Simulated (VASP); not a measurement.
# SiC (F-43m) in VASP: further runs

Runs on SiC. Level: LDA. Tasks: vibrations by perturbation theory.

Program: VASP 6.6.1. These are calculated values, not measurements. Logs are shortened: lines on timing, memory, paths and dates and some standing lists are left out, and cuts for length are marked.

### 1 The cell of the first run

Symmetry: F-43m, No. 216, cubic system. Conventional cell: a = 4.288 Å, b = 4.288 Å, c = 4.288 Å, α = 90.00°, β = 90.00°, γ = 90.00°. Within 2.5 Å of Si (site symmetry -43m) lie 4 C at 1.86 Å. Within 2.5 Å of C (site symmetry -43m) lie 4 Si at 1.86 Å.

### 2 Vibrations by perturbation theory, LDA

The input, INCAR:

```
SYSTEM = SiC
PREC = Accurate ; ENCUT = 520
EDIFF = 1E-8 ; ISMEAR = 0
SIGMA = 0.01 ; LREAL = .False.
LASPH = .True. ; NELM = 80
ALGO = Normal ; ISIF = 2
LWAVE = .False. ; LCHARG = .False.
IBRION = 8 ; NSW = 1
LEPSILON = .True.
```

The input, KPOINTS:

```
regular mesh
0
Gamma
  12 12 12
  0 0 0
```

The input, POSCAR:

```
SiC
1.0
    0.0000000000      2.1437760222      2.1437760222
    2.1437760222      0.0000000000      2.1437760222
    2.1437760222      2.1437760222      0.0000000000
Si C
1 1
Direct
    0.0000000000      0.0000000000      0.0000000000
    0.7500000000      0.7500000000      0.7500000000
```

Potentials or basis: VASP PAW LDA potentials, release 64 (Si, C).

Run with:

```
$ cat potpaw_LDA.64/Si/POTCAR potpaw_LDA.64/C/POTCAR > POTCAR
$ mpirun -np 1 vasp_std > vasp.out
```

OUTCAR:

```text
SYSTEM = SiC
   PREC = Accurate
   ENCUT = 520
   EDIFF = 1E-8
   ISMEAR = 0
   LREAL = .False.
   LASPH = .True.
   NELM = 80
   ISIF = 2
   IBRION = 8
   NSW = 1
   LEPSILON = .True.

 ion  position               nearest neighbor table
   1  0.000  0.000  0.000-   2 1.86   2 1.86   2 1.86   2 1.86
   2  0.750  0.750  0.750-   1 1.86   1 1.86   1 1.86   1 1.86

  LATTYP: Found a face centered cubic cell.
 ALAT       =     4.2875520444

  Lattice vectors:

 A1 = (   0.0000000000,   2.1437760222,   2.1437760222)
 A2 = (   2.1437760222,   0.0000000000,   2.1437760222)
 A3 = (   2.1437760222,   2.1437760222,   0.0000000000)

Analysis of symmetry for initial positions (statically):
[... 5 lines left out ...]
 face centered cubic supercell.

 Subroutine GETGRP returns: Found 24 space group operations
 (whereof 24 operations were pure point group operations)
 out of a pool of 48 trial point group operations.

The static configuration has the point symmetry T_d .

Analysis of symmetry for dynamics (positions and initial velocities):
[... 5 lines left out ...]
 face centered cubic supercell.

 Subroutine GETGRP returns: Found 24 space group operations
 (whereof 24 operations were pure point group operations)
 out of a pool of 48 trial point group operations.

The dynamic configuration has the point symmetry T_d .

 Subroutine INISYM returns: Found 24 space group operations
 (whereof 24 operations are pure point group operations),
 and found     1 'primitive' translations

----------------------------------------------------------------------------------------

                                     Primitive cell

  volume of cell :      19.7046

  direct lattice vectors                    reciprocal lattice vectors
     0.000000000  2.143776022  2.143776022    -0.233233320  0.233233320  0.233233320
     2.143776022  0.000000000  2.143776022     0.233233320 -0.233233320  0.233233320
     2.143776022  2.143776022  0.000000000     0.233233320  0.233233320 -0.233233320

  length of vectors
     3.031757125  3.031757125  3.031757125     0.403971961  0.403971961  0.403971961

  position of ions in fractional coordinates (direct lattice)
     0.000000000  0.000000000  0.000000000
     0.750000000  0.750000000  0.750000000

  ion indices of the primitive-cell ions
   primitive index   ion index
                 1           1
                 2           2

----------------------------------------------------------------------------------------

 KPOINTS: regular mesh

Automatic generation of k-mesh.
 Grid dimensions read from file:
 generate k-points for:   12   12   12

 Generating k-lattice:

  Cartesian coordinates                     Fractional coordinates (reciprocal lattice)
    -0.019436110  0.019436110  0.019436110     0.083333333  0.000000000  0.000000000
     0.019436110 -0.019436110  0.019436110     0.000000000  0.083333333  0.000000000
     0.019436110  0.019436110 -0.019436110     0.000000000  0.000000000  0.083333333

  Length of vectors
     0.033664330  0.033664330  0.033664330

  Shift w.r.t. Gamma in fractional coordinates (k-lattice)
     0.000000000  0.000000000  0.000000000

 Subroutine IBZKPT returns following result:
 ===========================================

 Found     72 irreducible k-points:

 Following reciprocal coordinates:
            Coordinates               Weight
  0.000000  0.000000  0.000000      1.000000
  0.083333  0.000000  0.000000      8.000000
  0.166667  0.000000  0.000000      8.000000
  0.250000  0.000000  0.000000      8.000000
  0.333333  0.000000  0.000000      8.000000
  0.416667  0.000000  0.000000      8.000000
[... 16 lines left out ...]
  0.500000  0.166667  0.000000     24.000000
 -0.416667  0.166667  0.000000     24.000000
[... 341 lines left out ...]

 VOLUME and BASIS-vectors are now :
 -----------------------------------------------------------------------------
  energy-cutoff  :      520.00
  volume of cell :       19.70
      direct lattice vectors                 reciprocal lattice vectors
     0.000000000  2.143776022  2.143776022    -0.233233320  0.233233320  0.233233320
     2.143776022  0.000000000  2.143776022     0.233233320 -0.233233320  0.233233320
     2.143776022  2.143776022  0.000000000     0.233233320  0.233233320 -0.233233320

 POSITION                                       TOTAL-FORCE (eV/Angst)
 -----------------------------------------------------------------------------------
      0.00000      0.00000      0.00000        -0.000000     -0.000000     -0.000000
      3.21566      3.21566      3.21566         0.000000      0.000000      0.000000
 -----------------------------------------------------------------------------------
    total drift:                               -0.000000     -0.000000     -0.000000

  FREE ENERGIE OF THE ION-ELECTRON SYSTEM (eV)
  ---------------------------------------------------
  free  energy   TOTEN  =       -16.6285804551 eV

  energy  without entropy=      -16.6285804551  energy(sigma->0) =      -16.62858046

 HEAD OF MICROSCOPIC STATIC DIELECTRIC TENSOR (INDEPENDENT PARTICLE, excluding Hartree and local field effects)
 ------------------------------------------------------
           7.195063    -0.000000     0.000000
          -0.000000     7.195063    -0.000000
          -0.000000    -0.000000     7.195063
 ------------------------------------------------------

 Free energy of the ion-electron system (eV)
  ---------------------------------------------------
  ---------------------------------------------------
  free energy    TOTEN  =        -0.33790873 eV

  energy without entropy =       -0.33790873

------------------------ aborting loop because EDIFF is reached ----------------------------------------

--------------------------------------- Ionic step        2  -------------------------------------------

------------------------ aborting loop because EDIFF is reached ----------------------------------------

--------------------------------------- Ionic step        3  -------------------------------------------

------------------------ aborting loop because EDIFF is reached ----------------------------------------

 PIEZOELECTRIC TENSOR FIELD DIRECTION 3  (e Angst)
 -----------------------------------------------------------------------------
    -0.00072  1.23109  0.00000           ( -0.00000  0.05478  0.00000)
     1.23109 -0.00072  0.00000           (  0.05478 -0.00000  0.00000)
     0.00000  0.00000  0.00091           (  0.00000  0.00000 -0.00000)

 PIEZOELECTRIC TENSOR FIELD DIRECTION 3  (C/m^2)
 -----------------------------------------------------------------------------
    -0.00059  1.00099  0.00000
     1.00099 -0.00059  0.00000
     0.00000  0.00000  0.00074

--------------------------------------- Ionic step        4  -------------------------------------------

------------------------ aborting loop because EDIFF is reached ----------------------------------------

[... ionic steps 5 to 6 ...]

--------------------------------------- Ionic step        7  -------------------------------------------

 Free energy of the ion-electron system (eV)
  ---------------------------------------------------
  ---------------------------------------------------
  free energy    TOTEN  =        -0.12561202 eV

  energy without entropy =       -0.12561202

------------------------ aborting loop because EDIFF is reached ----------------------------------------

 INTERNAL STRAIN TENSOR  FOR ION    2  DIRECTION 1   (eV/Angst):
 -----------------------------------------------------------------------------
    -0.00265  0.00000  0.00000
     0.00000  0.00081 10.31545
     0.00000 10.31545  0.00081

 MACROSCOPIC STATIC DIELECTRIC TENSOR (including local field effects in DFT)
 ------------------------------------------------------
           6.873998     0.000000    -0.000000
           0.000000     6.873998     0.000000
           0.000000     0.000000     6.873998
 ------------------------------------------------------

 PIEZOELECTRIC TENSOR (including local field effects)  for field in x, y, z        (e  Angst)
          XX          YY          ZZ          XY          YZ          ZX
  --------------------------------------------------------------------------------
  x    -0.00000     0.00000    -0.00000     0.00000     1.22933     0.00000
  y    -0.00000    -0.00000    -0.00000     0.00000     0.00000     1.22933
  z    -0.00000     0.00000     0.00000     1.22933     0.00000     0.00000

 PIEZOELECTRIC TENSOR (including local field effects)  for field in x, y, z        (C/m^2)
          XX          YY          ZZ          XY          YZ          ZX
  --------------------------------------------------------------------------------
  x    -0.00000     0.00000    -0.00000     0.00000     0.99956     0.00000
  y    -0.00000    -0.00000    -0.00000     0.00000     0.00000     0.99956
  z    -0.00000     0.00000     0.00000     0.99956     0.00000     0.00000

 BORN EFFECTIVE CHARGES (including local field effects) (in |e|, cummulative output)
 ---------------------------------------------------------------------------------
 ion    1
    1     2.73512     0.00000     0.00000
    2    -0.00000     2.73512    -0.00000
    3    -0.00000     0.00000     2.73512
 ion    2
    1    -2.73512     0.00000     0.00000
    2     0.00000    -2.73512     0.00000
    3     0.00000     0.00000    -2.73512

 INTERNAL STRAIN TENSOR FOR ION    2 for displacements in x,y,z  (eV/Angst):
          X           Y           Z          XY          YZ          ZX
  --------------------------------------------------------------------------------
  x     0.00000    -0.00000    -0.00000     0.00000    10.31545     0.00000
  y     0.00000    -0.00000     0.00000     0.00000     0.00000    10.31545
  z    -0.00000     0.00000     0.00000    10.31545     0.00000     0.00000

 SECOND DERIVATIVES (NOT SYMMETRIZED)
 ------------------------------------
               1X          1Y          1Z          2X          2Y          2Z
  1X   -21.016368    0.000000    0.000000   21.016368    0.000000    0.000000
  1Y     0.000000  -21.016368    0.000000    0.000000   21.016368    0.000000
  1Z     0.000000    0.000000  -21.016368    0.000000    0.000000   21.016368
  2X    21.015109    0.000000    0.000000  -21.015109    0.000000    0.000000
  2Y     0.000000   21.015109    0.000000    0.000000  -21.015109    0.000000
  2Z     0.000000    0.000000   21.015109    0.000000    0.000000  -21.015109

 Eigenvectors and eigenvalues of the dynamical matrix
 ----------------------------------------------------

   1 f  =   24.708374 THz   155.247295 2PiTHz  824.182654 cm-1   102.185580 meV
             X         Y         Z           dx          dy          dz
      0.000000  0.000000  0.000000    -0.000000   -0.547329   -0.000000
      3.215664  3.215664  3.215664     0.000000    0.836918   -0.000000
[... 21 lines left out ...]
   6 f/i=    0.000339 THz     0.002130 2PiTHz    0.011308 cm-1     0.001402 meV
             X         Y         Z           dx          dy          dz
      0.000000  0.000000  0.000000     0.069379    0.833479    0.030512
      3.215664  3.215664  3.215664     0.045373    0.545080    0.019954

--------------------------------------------------------------------------------------------------------

 MACROSCOPIC STATIC DIELECTRIC TENSOR IONIC CONTRIBUTION
 ------------------------------------------------------
           3.268926    -0.000000    -0.000000
          -0.000000     3.268926    -0.000000
          -0.000000    -0.000000     3.268926
 ------------------------------------------------------

 ELASTIC MODULI CONTR FROM IONIC RELAXATION (kBar)
 Direction    XX          YY          ZZ          XY          YZ          ZX
 --------------------------------------------------------------------------------
 XX          -0.0000      0.0000      0.0000      0.0000     -0.0000      0.0000
 YY           0.0000     -0.0000      0.0000      0.0000      0.0000      0.0000
 ZZ           0.0000      0.0000     -0.0000     -0.0000     -0.0000     -0.0000
 XY           0.0000      0.0000     -0.0000   -382.8407      0.0000      0.0000
 YZ          -0.0000      0.0000     -0.0000      0.0000   -382.8407      0.0000
 ZX           0.0000      0.0000     -0.0000      0.0000      0.0000   -382.8407
 --------------------------------------------------------------------------------

 PIEZOELECTRIC TENSOR IONIC CONTR  for field in x, y, z        (C/m^2)
          XX          YY          ZZ          XY          YZ          ZX
  --------------------------------------------------------------------------------
  x    -0.00000     0.00000    -0.00000     0.00000    -1.05265     0.00000
  y     0.00000     0.00000    -0.00000     0.00000     0.00000    -1.05265
  z     0.00000     0.00000    -0.00000    -1.05265     0.00000     0.00000
```

Run time: 5.7 min. Hardware: 1 thread of Intel Xeon Platinum 8259CL at 2.50GHz (Skylake/Cascade Lake), shared host; peak memory 0.23 GiB.

What came out:

- Electronic dielectric tensor (diagonal): 6.87
- Born charges (mean of the diagonal): Si +2.74; C -2.74 e
- Highest phonon frequency at Γ, LO-TO splitting left out: 824 cm⁻¹

Phonon frequencies in cm⁻¹ (negative: imaginary):
```tsv
q point	frequencies
(0.000, 0.000, 0.000)	0 0 0 824 824 824
```

Electronic dielectric tensor:
```
6.87 0.00 0.00
0.00 6.87 0.00
0.00 0.00 6.87
```

Born effective charge tensors (e):
atom 1, Si
```
2.74 0.00 0.00
0.00 2.74 0.00
0.00 0.00 2.74
```
atom 2, C
```
-2.74  0.00  0.00
 0.00 -2.74  0.00
 0.00  0.00 -2.74
```

Caveat: the cell wasn't relaxed at this level first, which shifts response properties.

(Part 1 of 4 ends here.)
